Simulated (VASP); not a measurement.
# Ti in VASP: single point with PBE

Aim: the single point of Ti with PBE.

Everything below comes from runs of VASP 6.6.1. Logs are shortened: lines on timing, memory, paths and dates and some standing lists are left out, and cuts for length are marked.

**1. The cell of the first run**

The typed cell holds 1 atom: a = 2.900 Å, b = 2.900 Å, c = 2.900 Å, α = 120.00°, β = 120.00°, γ = 90.01°.

This isn't the form of Ti at room conditions, which is hcp.

**2. Single point, PBE**

Input file INCAR:

```
SYSTEM = Ti
ALGO = Fast
EDIFF = 1E-7
ENCUT = 520
GGA = PE
ISIF = 2
ISMEAR = 0
LASPH = .True.
LCHARG = .False.
LREAL = .False.
LWAVE = .False.
NBANDS = 12
NELM = 80
PREC = Accurate
SIGMA = 0.15
```

Input file KPOINTS:

```
k-points
0
Gamma
  28 28 28
  0 0 0
```

Input file POSCAR:

```
Ti
1.0
   -1.4502358549      1.4502358549      2.0506334989
    1.4502358549     -1.4502358549      2.0506334989
    1.4502358549      1.4502358549     -2.0506334989
Ti
1
Direct
    0.0000000000      0.0000000000      0.0000000000
```

Potentials or basis: VASP PAW PBE potentials, release 64 (Ti_sv).

Launch:

```bash
cat potpaw_PBE.64/Ti_sv/POTCAR > POTCAR
mpirun -np 1 vasp_std > vasp.out
```

OUTCAR:

```text
SYSTEM = Ti
   EDIFF = 1E-7
   ENCUT = 520
   GGA = PE
   ISIF = 2
   ISMEAR = 0
   LASPH = .True.
   LREAL = .False.
   NELM = 80
   PREC = Accurate

 ion  position               nearest neighbor table
   1  0.000  0.000  0.000-

  LATTYP: Found a body centered tetragonal cell.
 ALAT       =     2.9004717098
 C/A-ratio  =     1.4140000000

  Lattice vectors:

 A1 = (  -1.4502358549,   1.4502358549,   2.0506334989)
 A2 = (   1.4502358549,  -1.4502358549,   2.0506334989)
 A3 = (   1.4502358549,   1.4502358549,  -2.0506334989)

Analysis of symmetry for initial positions (statically):
=====================================================================
 Subroutine PRICEL returns:
 Original cell was already a primitive cell.

 Routine SETGRP: Setting up the symmetry group for a
 body centered tetragonal supercell.

 Subroutine GETGRP returns: Found 16 space group operations
 (whereof 16 operations were pure point group operations)
 out of a pool of 16 trial point group operations.

The static configuration has the point symmetry D_4h.

Analysis of symmetry for dynamics (positions and initial velocities):
=====================================================================
 Subroutine PRICEL returns:
 Original cell was already a primitive cell.

 Routine SETGRP: Setting up the symmetry group for a
 body centered tetragonal supercell.

 Subroutine GETGRP returns: Found 16 space group operations
 (whereof 16 operations were pure point group operations)
 out of a pool of 16 trial point group operations.

The dynamic configuration has the point symmetry D_4h.

 Subroutine INISYM returns: Found 16 space group operations
 (whereof 16 operations are pure point group operations),
 and found     1 'primitive' translations

----------------------------------------------------------------------------------------

                                     Primitive cell

  volume of cell :      17.2514

  direct lattice vectors                    reciprocal lattice vectors
    -1.450235855  1.450235855  2.050633499     0.000000000  0.344771506  0.243827091
     1.450235855 -1.450235855  2.050633499     0.344771506  0.000000000  0.243827091
     1.450235855  1.450235855 -2.050633499     0.344771506  0.344771506  0.000000000

  length of vectors
     2.900252716  2.900252716  2.900252716     0.422278393  0.422278393  0.487580540

  position of ions in fractional coordinates (direct lattice)
     0.000000000  0.000000000  0.000000000

  ion indices of the primitive-cell ions
   primitive index   ion index
                 1           1

----------------------------------------------------------------------------------------

 KPOINTS: k-points

Automatic generation of k-mesh.
 Grid dimensions read from file:
 generate k-points for:   28   28   28

 Generating k-lattice:

  Cartesian coordinates                     Fractional coordinates (reciprocal lattice)
     0.000000000  0.012313268  0.008708110     0.035714286  0.000000000  0.000000000
     0.012313268  0.000000000  0.008708110     0.000000000  0.035714286  0.000000000
     0.012313268  0.012313268  0.000000000     0.000000000  0.000000000  0.035714286

  Length of vectors
     0.015081371  0.015081371  0.017413591

  Shift w.r.t. Gamma in fractional coordinates (k-lattice)
     0.000000000  0.000000000  0.000000000

 Subroutine IBZKPT returns following result:
 ===========================================

 Found   1639 irreducible k-points:

 Following reciprocal coordinates:
            Coordinates               Weight
  0.000000  0.000000  0.000000      1.000000
  0.035714  0.000000 -0.000000      8.000000
  0.071429  0.000000 -0.000000      8.000000
  0.107143  0.000000 -0.000000      8.000000
  0.142857  0.000000  0.000000      8.000000
  0.178571  0.000000  0.000000      8.000000
[... 16 lines left out ...]
  0.285714  0.035714  0.000000     16.000000
  0.321429  0.035714  0.000000     16.000000
 [... further k-points ...]
   k-points           NKPTS =   1639   k-points in BZ     NKDIM =   1639   number of bands    NBANDS=     12
   number of dos      NEDOS =    301   number of ions     NIONS =      1
   total plane-waves  NPLWV =  13824
   dimension x,y,z NGX =    24 NGY =   24 NGZ =   24
   dimension x,y,z NGXF=    48 NGYF=   48 NGZF=   48
   ions per type =               1
   NGX,Y,Z   is equivalent  to a cutoff of  13.76, 13.76, 13.76 a.u.
   NGXF,Y,Z  is equivalent  to a cutoff of  27.51, 27.51, 27.51 a.u.
 SYSTEM =  Ti
   PREC   = accura    normal or accurate (medium, high low for compatibility)
   ISTART =      0    job   : 0-new  1-cont  2-samecut
   ICHARG =      2    charge: 1-file 2-atom 10-const
   ISPIN  =      1    spin polarized calculation?
   LNONCOLLINEAR =      F non collinear calculations
   LSORBIT =      F    spin-orbit coupling
   LASPH  =      T    aspherical Exc in radial PAW
   ENCUT  =  520.0 eV  38.22 Ry    6.18 a.u.   5.39  5.39  5.39*2*pi/ulx,y,z
   NELM   =     80;   NELMIN=  2; NELMDL= -5     # of ELM steps
   EDIFF  = 0.1E-06   stopping-criterion for ELM
   LREAL  =      F    real-space projection
   EDIFFG = 0.1E-05   stopping-criterion for IOM
   NSW    =      0    number of steps for IOM
   IBRION =     -1    ionic relax: 0-MD 1-quasi-New 2-CG
   NFREE  =      0    steps in history (QN), initial steepest desc. (CG)
   ISIF   =      2    stress and relaxation
   ISYM   =      2    0-nonsym 1-usesym 2-fastsym
   POTIM  = 0.5000    time-step for ionic-motion
   TEBEG  =    0.0;   TEEND  =   0.0 temperature during run
   PSTRESS=    0.0 pullay stress
   NELECT =      12.0000    total number of electrons
   NUPDOWN=      -1.0000    fix difference up-down
   EMIN   =  10.00;   EMAX   =-10.00  energy-range for DOS
   EFERMI =   0.00;   METHOD = LEGACY
   ISMEAR =     0;   SIGMA  =   0.15  broadening in eV -4-tet -1-fermi 0-gaus
   EFERMI_NEDOS =   21; number of points for ismear=-14 and -15
   IALGO  =     68    algorithm
   IMIX   =      4    mixing-type and parameters
     AMIX     =   0.40;   BMIX     =  1.00
     AMIX_MAG =   1.60;   BMIX_MAG =  1.00
  volume/ion in A,a.u.               =      17.25       116.42
  Fermi-wavevector in a.u.,A,eV,Ry     =   1.450530  2.741105 28.627177  2.104038
  Thomas-Fermi vector in A             =   2.568132
   LORBIT       =      0    0 simple, 1 ext, 2 COOP (PROOUT), +10 PAW based schemes
   GGA     = PE    functional components
   LHFCALC =     F    Hartree Fock is set to
   AEXX    =    0.0000 exact exchange contribution
   IVDW    =     0    specifies the selected vdW correction
   LEPSILON=     F    determine dielectric tensor
   LRPA    =     F    only Hartree local field effects (RPA)
 non-spin polarized calculation
 RMM-DIIS sequential band-by-band and
 Gauss-broadening in eV      SIGMA  =   0.15
  energy-cutoff  :      520.00
  volume of cell :       17.25
 maximum number of plane-waves:       487
 NGX is ok and might be reduce to    24
   NGX = 11   NGY = 11   NGZ = 11

 number of electron      12.0000003 magnetization

 Free energy of the ion-electron system (eV)
  ---------------------------------------------------
  ext. energy  EPLUGINS =         0.00000000
  ---------------------------------------------------
  free energy    TOTEN  =        -7.78742697 eV

  energy without entropy =       -7.76802310  energy(sigma->0) =       -7.77772504

 E-fermi :   8.2929     XC(G=0): -11.5305

 val. band max:        8.2924755747   @ k =  -0.2500   0.2857   0.2143
 cond. band min:       8.2935291797   @ k =  -0.1786   0.1786   0.0000
 fundamental gap:      0.0010536050
 Fermi energy:         8.2928677216

 k-point     1 :       0.0000    0.0000    0.0000
  band No.  band energies     occupation
      1     -48.4060      2.00000
      2     -24.2576      2.00000
      3     -24.2576      2.00000
      4     -24.2576      2.00000
      5       2.1795      2.00000
      6       9.1713      0.00000
      7       9.1713      0.00000
      8       9.1725      0.00000
      9      10.8169      0.00000
     10      10.8183      0.00000
     11      23.5758      0.00000
     12      28.0853      0.00000

 k-point     2 :       0.0357    0.0000   -0.0000
  band No.  band energies     occupation
      1     -48.4044      2.00000
      2     -24.2665      2.00000
      3     -24.2587      2.00000
      4     -24.2587      2.00000
      5       2.2214      2.00000
      6       9.1454      0.00000
      7       9.1867      0.00000
      8       9.1875      0.00000
      9      10.8066      0.00000
     10      10.8080      0.00000
     11      23.6124      0.00000
     12      27.6975      0.00000

 k-point     3 :       0.0714    0.0000   -0.0000
  band No.  band energies     occupation
      1     -48.3999      2.00000
      2     -24.2927      2.00000
      3     -24.2620      2.00000
      4     -24.2620      2.00000
      5       2.3456      2.00000
      6       9.0695      0.00000
      7       9.2308      0.00000
      8       9.2316      0.00000
      9      10.7787      0.00000
     10      10.7801      0.00000
     11      23.7072      0.00000
     12      26.8413      0.00000
[... 286 lines left out ...]
 k-point    23 :       0.2857    0.0357    0.0000
  band No.  band energies     occupation
      1     -48.3243      2.00000
      2     -24.7045      2.00000
      3     -24.3264      2.00000
      4     -24.3094      2.00000
      5       4.5783      2.00000
      6       8.2549      1.27964
      7       9.3307      0.00000
      8       9.3749      0.00000
      9      10.9786      0.00000
     10      11.2802      0.00000
     11      20.0089      0.00000
     12      23.9489      0.00000

 k-point    24 :       0.3214    0.0357    0.0000
  band No.  band energies     occupation
      1     -48.3114      2.00000
      2     -24.7727      2.00000
      3     -24.3350      2.00000
      4     -24.3190      2.00000
      5       4.9669      2.00000
      6       8.2665      1.19633
      7       9.2538      0.00000
      8       9.2957      0.00000
      9      11.1891      0.00000
     10      11.4727      0.00000
     11      19.0845      0.00000
     12      23.6525      0.00000

 [... further k-points ...]

------------------------ aborting loop because EDIFF is reached ----------------------------------------

  FORCE on cell =-STRESS in cart. coord.  units (eV):
  Direction    XX          YY          ZZ          XY          YZ          ZX
  --------------------------------------------------------------------------------------
  -------------------------------------------------------------------------------------
  Total        0.0676150      0.0676150      0.0682168      0.0000000     -0.0000000      0.0000000
  in kB        6.2795477      6.2795477      6.3354365      0.0000000     -0.0000000      0.0000000
  external PRESSURE =       6.2981773 kB  Pullay stress =       0.0000000 kB

 VOLUME and BASIS-vectors are now :
 -----------------------------------------------------------------------------
  energy-cutoff  :      520.00
  volume of cell :       17.25
      direct lattice vectors                 reciprocal lattice vectors
    -1.450235855  1.450235855  2.050633499     0.000000000  0.344771506  0.243827091
     1.450235855 -1.450235855  2.050633499     0.344771506  0.000000000  0.243827091
     1.450235855  1.450235855 -2.050633499     0.344771506  0.344771506  0.000000000

 POSITION                                       TOTAL-FORCE (eV/Angst)
 -----------------------------------------------------------------------------------
      0.00000      0.00000      0.00000        -0.000000     -0.000000     -0.000000
 -----------------------------------------------------------------------------------
    total drift:                               -0.000000      0.000000     -0.000000

  FREE ENERGIE OF THE ION-ELECTRON SYSTEM (eV)
  ---------------------------------------------------
  free  energy   TOTEN  =        -7.7874269712 eV

  energy  without entropy=       -7.7680230998  energy(sigma->0) =       -7.77772504
```

It took 13 min on 1 thread of Intel Xeon 8259CL, shared host; peak memory 0.44 GiB.

Results:

* Free energy: -7.7874 eV
* Pressure: 0.6 GPa
* Band gap on the k mesh: zero (bands 6 and 7 overlap by 1.28 eV)

Levels at points of the mesh, in eV from the Fermi level:
```csv
k point,band 2,band 3,band 4,band 5,band 6,band 7,band 8,band 9,band 10,band 11
"(0.00, 0.00, 0.00)",-32.55,-32.55,-32.55,-6.11,0.88,0.88,0.88,2.52,2.53,15.28
"(0.50, 0.00, 0.00)",-33.23,-32.64,-32.64,-2.60,0.65,0.76,0.77,3.60,3.60,8.23
"(0.50, 0.50, 0.00)",-33.19,-32.79,-32.79,-2.59,-1.73,2.87,3.60,3.88,3.88,11.80
"(0.50, 0.50, 0.50)",-33.19,-32.79,-32.79,-2.59,-1.73,2.87,3.60,3.88,3.88,11.84
```
